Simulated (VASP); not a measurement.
# Ni (Cmce) in VASP: single point with PBE+U

Aim: the single point of Ni with PBE+U.

Everything below comes from runs of VASP 6.6.1. Logs are shortened: lines on timing, memory, paths and dates and some standing lists are left out, and cuts for length are marked.

## 1. The cell of the first run

Symmetry: Cmce, No. 64, orthorhombic system. Conventional cell: a = 3.814 Å, b = 6.460 Å, c = 3.815 Å, α = 90.00°, β = 90.00°, γ = 90.00°. Ni (site symmetry m) has 7 Ni at 2.09 to 2.35 Å within 2.8 Å.

## 2. Single point, PBE+U

Contents of INCAR:

```
ALGO = Normal
EDIFF = 1E-6
ENCUT = 600
GGA = PE
GGA_COMPAT = False
ISIF = 2
ISMEAR = -1
ISYM = 0
LASPH = True
LCHARG = False
LDAU = True
LDAUJ = 0
LDAUL = 2
LDAUPRINT = 1
LDAUTYPE = 2
LDAUU = 3
LMAXMIX = 4
LREAL = False
LWAVE = False
NBANDS = 28
NELM = 200
PREC = Accurate
SIGMA = 0.1
```

Contents of KPOINTS:

```
k-points
0
Gamma
  6 6 5
```

Contents of POSCAR:

```
Ni
1.0
    1.9070160000      3.2300790000      0.0000000000
    1.9070160000     -3.2300790000      0.0000000000
    0.0000000000      0.0000000000     -3.8148750000
Ni
4
Direct
    0.1549000000      0.8451000000      0.9190000000
    0.3451000000      0.6549000000      0.4190000000
    0.8451000000      0.1549000000      0.0810000000
    0.6549000000      0.3451000000      0.5810000000
```

Potentials or basis: VASP PAW PBE potentials, release 64 (Ni).

Started as:

```bash
> cat potpaw_PBE.64/Ni/POTCAR > POTCAR
> mpirun -np 1 vasp_std > vasp.out
```

OUTCAR:

```text
EDIFF = 1E-6
   ENCUT = 600
   GGA = PE
   ISIF = 2
   ISMEAR = -1
   ISYM = 0
   LASPH = True
   LREAL = False
   NELM = 200
   PREC = Accurate

 ion  position               nearest neighbor table
   1  0.155  0.845  0.919-   3 2.09   2 2.27   2 2.27   4 2.30   4 2.30   3 2.35   3 2.35
   2  0.345  0.655  0.419-   4 2.09   1 2.27   1 2.27   3 2.30   3 2.30   4 2.35   4 2.35
   3  0.845  0.155  0.081-   1 2.09   4 2.27   4 2.27   2 2.30   2 2.30   1 2.35   1 2.35
   4  0.655  0.345  0.581-   2 2.09   3 2.27   3 2.27   1 2.30   1 2.30   2 2.35   2 2.35

IMPORTANT INFORMATION: All symmetrisations will be switched off!
NOSYMM: (Re-)initialisation of all symmetry stuff for point group C_1.

----------------------------------------------------------------------------------------

                                     Primitive cell

  volume of cell :      46.9978

  direct lattice vectors                    reciprocal lattice vectors
     1.907016000  3.230079000  0.000000000     0.262189725  0.154794976  0.000000000
     1.907016000 -3.230079000  0.000000000     0.262189725 -0.154794976  0.000000000
     0.000000000  0.000000000 -3.814875000     0.000000000  0.000000000 -0.262131787

  length of vectors
     3.751015912  3.751015912  3.814875000     0.304474853  0.304474853  0.262131787

  position of ions in fractional coordinates (direct lattice)
     0.154900000  0.845100000  0.919000000
     0.345100000  0.654900000  0.419000000
     0.845100000  0.154900000  0.081000000
     0.654900000  0.345100000  0.581000000

  ion indices of the primitive-cell ions
   primitive index   ion index
                 1           1
                 2           2
                 3           3
                 4           4

----------------------------------------------------------------------------------------

 KPOINTS: k-points

Automatic generation of k-mesh.
 Grid dimensions read from file:
 generate k-points for:    6    6    5

 Generating k-lattice:

  Cartesian coordinates                     Fractional coordinates (reciprocal lattice)
     0.043698287  0.025799163  0.000000000     0.166666667  0.000000000  0.000000000
     0.043698287 -0.025799163  0.000000000     0.000000000  0.166666667  0.000000000
     0.000000000  0.000000000 -0.052426357     0.000000000  0.000000000  0.200000000

  Length of vectors
     0.050745809  0.050745809  0.052426357

  Shift w.r.t. Gamma in fractional coordinates (k-lattice)
     0.000000000  0.000000000  0.000000000

 Subroutine IBZKPT returns following result:
 ===========================================

 Found     92 irreducible k-points:

 Following reciprocal coordinates:
            Coordinates               Weight
  0.000000  0.000000  0.000000      1.000000
  0.166667  0.000000  0.000000      2.000000
  0.000000  0.166667  0.000000      2.000000
  0.333333  0.000000  0.000000      2.000000
  0.000000  0.333333  0.000000      2.000000
  0.500000  0.000000  0.000000      1.000000
[... 16 lines left out ...]
 -0.166667 -0.000000  0.200000      2.000000
  0.000000  0.166667 -0.200000      2.000000
 [... further k-points ...]
   k-points           NKPTS =     92   k-points in BZ     NKDIM =     92   number of bands    NBANDS=     28
   number of dos      NEDOS =    301   number of ions     NIONS =      4
   total plane-waves  NPLWV =  27000
   dimension x,y,z NGX =    30 NGY =   30 NGZ =   30
   dimension x,y,z NGXF=    60 NGYF=   60 NGZF=   60
   ions per type =               4
   NGX,Y,Z   is equivalent  to a cutoff of  13.30, 13.30, 13.07 a.u.
   NGXF,Y,Z  is equivalent  to a cutoff of  26.59, 26.59, 26.15 a.u.
 SYSTEM =  unknown system
   PREC   = accura    normal or accurate (medium, high low for compatibility)
   ISTART =      0    job   : 0-new  1-cont  2-samecut
   ICHARG =      2    charge: 1-file 2-atom 10-const
   ISPIN  =      1    spin polarized calculation?
   LNONCOLLINEAR =      F non collinear calculations
   LSORBIT =      F    spin-orbit coupling
   LASPH  =      T    aspherical Exc in radial PAW
   ENCUT  =  600.0 eV  44.10 Ry    6.64 a.u.   7.49  7.49  7.62*2*pi/ulx,y,z
   NELM   =    200;   NELMIN=  2; NELMDL= -5     # of ELM steps
   EDIFF  = 0.1E-05   stopping-criterion for ELM
   LREAL  =      F    real-space projection
   EDIFFG = 0.1E-04   stopping-criterion for IOM
   NSW    =      0    number of steps for IOM
   IBRION =     -1    ionic relax: 0-MD 1-quasi-New 2-CG
   NFREE  =      0    steps in history (QN), initial steepest desc. (CG)
   ISIF   =      2    stress and relaxation
   ISYM   =      0    0-nonsym 1-usesym 2-fastsym
   POTIM  = 0.5000    time-step for ionic-motion
   TEBEG  =    0.0;   TEEND  =   0.0 temperature during run
   PSTRESS=    0.0 pullay stress
   NELECT =      40.0000    total number of electrons
   NUPDOWN=      -1.0000    fix difference up-down
   EMIN   =  10.00;   EMAX   =-10.00  energy-range for DOS
   EFERMI =   0.00;   METHOD = LEGACY
   ISMEAR =    -1;   SIGMA  =   0.10  broadening in eV -4-tet -1-fermi 0-gaus
   EFERMI_NEDOS =   21; number of points for ismear=-14 and -15
   IALGO  =     38    algorithm
   IMIX   =      4    mixing-type and parameters
     AMIX     =   0.40;   BMIX     =  1.00
     AMIX_MAG =   1.60;   BMIX_MAG =  1.00
  volume/ion in A,a.u.               =      11.75        79.29
  Fermi-wavevector in a.u.,A,eV,Ry     =   1.551442  2.931800 32.748849  2.406973
  Thomas-Fermi vector in A             =   2.655961
   LORBIT       =      0    0 simple, 1 ext, 2 COOP (PROOUT), +10 PAW based schemes
 LDA+U is selected, type is set to LDAUTYPE =  2
   angular momentum for each species LDAUL =     2
   U (eV)           for each species LDAUU =   3.0
   J (eV)           for each species LDAUJ =   0.0
   GGA     = PE    functional components
   LHFCALC =     F    Hartree Fock is set to
   AEXX    =    0.0000 exact exchange contribution
   IVDW    =     0    specifies the selected vdW correction
   LEPSILON=     F    determine dielectric tensor
   LRPA    =     F    only Hartree local field effects (RPA)
 non-spin polarized calculation
  energy-cutoff  :      600.00
  volume of cell :       47.00
 maximum number of plane-waves:      1589
 NGX is ok and might be reduce to    30
   NGX = 15   NGY = 15   NGZ = 15

atom =   1  type =  1  l = 2

 onsite density matrix

spin component  1

  0.8717 -0.0000  0.0000  0.0216  0.0000
 -0.0000  0.8511 -0.0019  0.0000  0.0263
  0.0000 -0.0019  0.8559 -0.0000 -0.0049
  0.0216  0.0000 -0.0000  0.8650  0.0000
  0.0000  0.0263 -0.0049  0.0000  0.8482

spin component  2

  0.8717 -0.0000  0.0000  0.0216  0.0000
 -0.0000  0.8511 -0.0019  0.0000  0.0263
  0.0000 -0.0019  0.8559 -0.0000 -0.0049
  0.0216  0.0000 -0.0000  0.8650  0.0000
  0.0000  0.0263 -0.0049  0.0000  0.8482

 occupancies and eigenvectors

  o =  0.8232  v =  0.0000  0.6808 -0.0712 -0.0000 -0.7290  0.0000  0.0000  0.0000  0.0000  0.0000      0.0000  0.0000  0.0000  0.0000  0.0000  0.0000  0.0000  0.0000  0.0000  0.0000
  o =  0.8232  v =  0.0000  0.0000  0.0000  0.0000  0.0000  0.0000  0.6808 -0.0712 -0.0000 -0.7290      0.0000  0.0000  0.0000  0.0000  0.0000  0.0000  0.0000  0.0000  0.0000  0.0000
  o =  0.8465  v =  0.0000  0.0000  0.0000  0.0000  0.0000 -0.6510  0.0000  0.0000  0.7591 -0.0000      0.0000  0.0000  0.0000  0.0000  0.0000  0.0000  0.0000  0.0000  0.0000  0.0000
  o =  0.8465  v = -0.6510  0.0000  0.0000  0.7591 -0.0000  0.0000  0.0000  0.0000  0.0000  0.0000      0.0000  0.0000  0.0000  0.0000  0.0000  0.0000  0.0000  0.0000  0.0000  0.0000
  o =  0.8550  v = -0.0000 -0.2088 -0.9728  0.0000 -0.0999  0.0000  0.0000  0.0000  0.0000  0.0000      0.0000  0.0000  0.0000  0.0000  0.0000  0.0000  0.0000  0.0000  0.0000  0.0000
  o =  0.8550  v =  0.0000  0.0000  0.0000  0.0000  0.0000 -0.0000 -0.2088 -0.9728  0.0000 -0.0999      0.0000  0.0000  0.0000  0.0000  0.0000  0.0000  0.0000  0.0000  0.0000  0.0000
  o =  0.8770  v = -0.0000  0.7021 -0.2202  0.0000  0.6772  0.0000  0.0000  0.0000  0.0000  0.0000      0.0000  0.0000  0.0000  0.0000  0.0000  0.0000  0.0000  0.0000  0.0000  0.0000
  o =  0.8770  v =  0.0000  0.0000  0.0000  0.0000  0.0000 -0.0000  0.7021 -0.2202  0.0000  0.6772      0.0000  0.0000  0.0000  0.0000  0.0000  0.0000  0.0000  0.0000  0.0000  0.0000
  o =  0.8902  v =  0.0000  0.0000  0.0000  0.0000  0.0000  0.7591  0.0000  0.0000  0.6510  0.0000      0.0000  0.0000  0.0000  0.0000  0.0000  0.0000  0.0000  0.0000  0.0000  0.0000
  o =  0.8902  v =  0.7591  0.0000  0.0000  0.6510  0.0000  0.0000  0.0000  0.0000  0.0000  0.0000      0.0000  0.0000  0.0000  0.0000  0.0000  0.0000  0.0000  0.0000  0.0000  0.0000
[... 79 lines left out ...]
spin component  2

  0.8717 -0.0000  0.0000 -0.0216 -0.0000
 -0.0000  0.8511  0.0019  0.0000 -0.0263
  0.0000  0.0019  0.8559  0.0000 -0.0049
 -0.0216  0.0000  0.0000  0.8650  0.0000
 -0.0000 -0.0263 -0.0049  0.0000  0.8482

 occupancies and eigenvectors

  o =  0.8232  v = -0.0000 -0.6808 -0.0712  0.0000 -0.7290  0.0000  0.0000  0.0000  0.0000  0.0000      0.0000  0.0000  0.0000  0.0000  0.0000  0.0000  0.0000  0.0000  0.0000  0.0000
  o =  0.8232  v =  0.0000  0.0000  0.0000  0.0000  0.0000 -0.0000 -0.6808 -0.0712  0.0000 -0.7290      0.0000  0.0000  0.0000  0.0000  0.0000  0.0000  0.0000  0.0000  0.0000  0.0000
  o =  0.8465  v =  0.0000  0.0000  0.0000  0.0000  0.0000  0.6510 -0.0000 -0.0000  0.7591 -0.0000      0.0000  0.0000  0.0000  0.0000  0.0000  0.0000  0.0000  0.0000  0.0000  0.0000
  o =  0.8465  v =  0.6510 -0.0000 -0.0000  0.7591 -0.0000  0.0000  0.0000  0.0000  0.0000  0.0000      0.0000  0.0000  0.0000  0.0000  0.0000  0.0000  0.0000  0.0000  0.0000  0.0000
  o =  0.8550  v = -0.0000  0.2088 -0.9728 -0.0000 -0.1000  0.0000  0.0000  0.0000  0.0000  0.0000      0.0000  0.0000  0.0000  0.0000  0.0000  0.0000  0.0000  0.0000  0.0000  0.0000
  o =  0.8550  v =  0.0000  0.0000  0.0000  0.0000  0.0000 -0.0000  0.2088 -0.9728 -0.0000 -0.1000      0.0000  0.0000  0.0000  0.0000  0.0000  0.0000  0.0000  0.0000  0.0000  0.0000
  o =  0.8770  v = -0.0000  0.7020  0.2203  0.0000 -0.6772  0.0000  0.0000  0.0000  0.0000  0.0000      0.0000  0.0000  0.0000  0.0000  0.0000  0.0000  0.0000  0.0000  0.0000  0.0000
  o =  0.8770  v =  0.0000  0.0000  0.0000  0.0000  0.0000 -0.0000  0.7020  0.2203  0.0000 -0.6772      0.0000  0.0000  0.0000  0.0000  0.0000  0.0000  0.0000  0.0000  0.0000  0.0000
  o =  0.8902  v = -0.7591 -0.0000 -0.0000  0.6510  0.0000  0.0000  0.0000  0.0000  0.0000  0.0000      0.0000  0.0000  0.0000  0.0000  0.0000  0.0000  0.0000  0.0000  0.0000  0.0000
  o =  0.8902  v =  0.0000  0.0000  0.0000  0.0000  0.0000 -0.7591 -0.0000 -0.0000  0.6510  0.0000      0.0000  0.0000  0.0000  0.0000  0.0000  0.0000  0.0000  0.0000  0.0000  0.0000

 number of electron      40.0000010 magnetization

 Free energy of the ion-electron system (eV)
  ---------------------------------------------------
  ext. energy  EPLUGINS =         0.00000000
  ---------------------------------------------------
  free energy    TOTEN  =       -11.43730353 eV

  energy without entropy =      -11.14784629  energy(sigma->0) =      -11.29257491

 E-fermi :   7.7713     XC(G=0): -12.5622

 val. band max:        7.7709055290   @ k =   0.3333   0.5000  -0.2000
 cond. band min:       7.7744373468   @ k =  -0.3333  -0.3333   0.4000
 fundamental gap:      0.0035318178
 Fermi energy:         7.7712581745

 k-point     1 :       0.0000    0.0000    0.0000
  band No.  band energies     occupation
      1      -0.0327      2.00000
      2       3.8209      2.00000
      3       3.8841      2.00000
      4       4.0337      2.00000
      5       4.5240      2.00000
      6       4.5619      2.00000
[... 20 lines left out ...]
     27      16.9191      0.00000
     28      18.1509      0.00000
[... 683 lines left out ...]
 k-point    24 :       0.0000    0.1667   -0.2000
  band No.  band energies     occupation
      1       0.7987      2.00000
      2       3.5640      2.00000
      3       4.1241      2.00000
      4       4.1788      2.00000
      5       4.3183      2.00000
      6       4.5080      2.00000
[... 20 lines left out ...]
     27      19.2154      0.00000
     28      19.4927      0.00000

 [... further k-points ...]

------------------------ aborting loop because EDIFF is reached ----------------------------------------

  FORCE on cell =-STRESS in cart. coord.  units (eV):
  Direction    XX          YY          ZZ          XY          YZ          ZX
  --------------------------------------------------------------------------------------
  -------------------------------------------------------------------------------------
  Total        2.2239376      5.7421643      2.7443513     -0.0000013      0.0000060      0.0000017
  in kB       75.8150423    195.7529920     93.5561832     -0.0000446      0.0002030      0.0000575
  external PRESSURE =     121.7080725 kB  Pullay stress =       0.0000000 kB

 VOLUME and BASIS-vectors are now :
 -----------------------------------------------------------------------------
  energy-cutoff  :      600.00
  volume of cell :       47.00
      direct lattice vectors                 reciprocal lattice vectors
     1.907016000  3.230079000  0.000000000     0.262189725  0.154794976  0.000000000
     1.907016000 -3.230079000  0.000000000     0.262189725 -0.154794976  0.000000000
     0.000000000  0.000000000 -3.814875000     0.000000000  0.000000000 -0.262131787

 POSITION                                       TOTAL-FORCE (eV/Angst)
 -----------------------------------------------------------------------------------
      1.90702     -2.22940     -3.50587        -0.000000      0.530086     -0.109342
      1.90702     -1.00068     -1.59843        -0.000001     -0.530076     -0.109353
      1.90702      2.22940     -0.30900         0.000001     -0.530076      0.109319
      1.90702      1.00068     -2.21644         0.000000      0.530066      0.109376
 -----------------------------------------------------------------------------------
    total drift:                               -0.000000      0.000020      0.000012

  FREE ENERGIE OF THE ION-ELECTRON SYSTEM (eV)
  ---------------------------------------------------
  free  energy   TOTEN  =       -11.4373035252 eV

  energy  without entropy=      -11.1478462911  energy(sigma->0) =      -11.29257491
```

Run time: 2.1 min. Hardware: 1 thread of Intel Xeon Platinum 8375C at 2.90GHz (Ice Lake), shared host; peak memory 0.24 GiB.

Results:

* Free energy: -11.4373 eV
* Pressure: 12.2 GPa
* Largest force: 0.541 eV/Å
* Band gap on the k mesh: zero (bands 20 and 21 overlap by 0.31 eV)

Forces on the atoms (eV/Å):
```
Ni   0.000  0.530 -0.109
Ni   0.000 -0.530 -0.109
Ni   0.000 -0.530  0.109
Ni   0.000  0.530  0.109
```

Eigenvalues of the final occupation matrices:
```
    site  spin  trace               eigenvalues
site 1 d     1   4.29  0.82 0.85 0.85 0.88 0.89
site 1 d     2   4.29  0.82 0.85 0.85 0.88 0.89
site 2 d     1   4.29  0.82 0.85 0.85 0.88 0.89
site 2 d     2   4.29  0.82 0.85 0.85 0.88 0.89
site 3 d     1   4.29  0.82 0.85 0.85 0.88 0.89
site 3 d     2   4.29  0.82 0.85 0.85 0.88 0.89
site 4 d     1   4.29  0.82 0.85 0.85 0.88 0.89
site 4 d     2   4.29  0.82 0.85 0.85 0.88 0.89
```

Caveat: the cell stands under pressure; the run has no spin polarisation, though such a crystal can be magnetic; U without spin polarisation on a metal has little footing; the U is typed as a test and isn't derived for this compound.
